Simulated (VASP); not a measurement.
# Si6Ni3H: relaxation of the atoms with PBEsol

Si6Ni3H, a slab with vacuum:

```
CELL_PARAMETERS angstrom
3.81230 0.00000 0.00000
-1.90615 3.30155 0.00000
0.00000 0.00000 26.78183
ATOMIC_POSITIONS crystal
Si 0.00000 0.00000 0.31738
Si 0.33333 0.66667 0.37549
Si 0.66667 0.33333 0.43360
Si 0.00000 0.00000 0.49217
Si 0.33333 0.66667 0.55087
Si 0.66667 0.33333 0.60337
Ni 0.66667 0.33333 0.34644
Ni 0.33333 0.66667 0.46304
Ni 0.00000 0.00000 0.57778
H 0.66667 0.33333 0.65639
```

| Property | Result |
| --- | --- |
| Program | VASP 6.6.1 |
| Task | relaxation of the atoms |
| Functional | PBEsol |
| Potentials or basis | VASP PAW PBE potentials, release 64 (Si, Ni, H) |
| Cutoff | 520 eV |
| k mesh | 9 × 9 × 1 |
| Occupations | gaussian, width 0.1 eV |
| Spin | no spin polarisation |
| Dipole correction | yes |
| Atoms held fixed (from 0) | [0, 1, 2, 6] |
| Further INCAR settings | ALGO = Normal; EDIFF = 1e-07; NELMDL = -8; IBRION = 2; EDIFFG = -0.03; NSW = 90 |

* Energy gained by relaxing: 19.0 meV/atom
* Ionic steps: 19
* Band gap on the k mesh: zero (an odd number of electrons rules out a gap without spin polarisation)

The path:
| step | energy change (eV) | largest force on free atoms (eV/Å) | pressure (GPa) |
| --- | --- | --- | --- |
| 1 | 0.0000 | 1.6791 | -0.80 |
| 2 | -0.1053 | 1.3818 | -0.97 |
| 3 | -0.1124 | 0.9689 | -0.96 |
| 4 | -0.1684 | 0.4476 | -0.91 |
| 5 | -0.1724 | 0.4905 | -0.88 |
| 6 | -0.1837 | 0.1936 | -0.93 |
| 7 | -0.1845 | 0.2232 | -0.94 |
| 8 | -0.1866 | 0.1617 | -0.98 |
| 9 | -0.1866 | 0.1619 | -0.98 |
| 10 | -0.1881 | 0.0797 | -1.00 |
| 11 | -0.1883 | 0.0612 | -1.01 |
| 12 | -0.1886 | 0.0398 | -1.03 |
| 13 | -0.1887 | 0.0581 | -1.05 |
| 14 | -0.1889 | 0.0489 | -1.07 |
| 15 | -0.1890 | 0.0613 | -1.10 |
| 16 | -0.1893 | 0.0556 | -1.11 |
| 17 | -0.1896 | 0.0526 | -1.14 |
| 18 | -0.1898 | 0.0309 | -1.17 |
| 19 | -0.1899 | 0.0145 | -1.18 |

Final structure:
```xyz
10
Lattice="3.8123 0.0000 0.0000 -1.9062 3.3016 0.0000 0.0000 0.0000 26.7818" Properties=species:S:1:pos:R:3 pbc="T T T"
Si    0.0000    0.0000    8.5000
Si    0.0000    2.2010   10.0564
Si    1.9062    1.1005   11.6127
Si    0.0000    0.0000   13.1332
Si    0.0000    2.2010   14.8159
Si    1.9062    1.1005   16.2185
Ni    1.9062    1.1005    9.2782
Ni    0.0000    2.2010   12.3746
Ni    0.0000    0.0000   15.3653
H     1.9062    1.1005   17.7239
```

Levels at points of the mesh, in eV from the Fermi level:
```csv
k point,band 25,band 26,band 27,band 28,band 29,band 30,band 31,band 32
"(0.00, 0.00, 0.00)",0.68,0.68,1.04,1.87,1.87,1.88,2.11,2.26
```

Run time: 81 min on 1 thread of Oxide Virtual Turin-like Processor, with other jobs on the host, peak memory 0.47 GiB.

Caveat: the PAW data sets were made with another functional, which shifts forces and pressure a little; an odd number of electrons without spin polarisation forces a metal; a magnetic or distorted state may lie lower. Spin polarisation is off, so any magnetic state and its effect on volume and gap are missing.
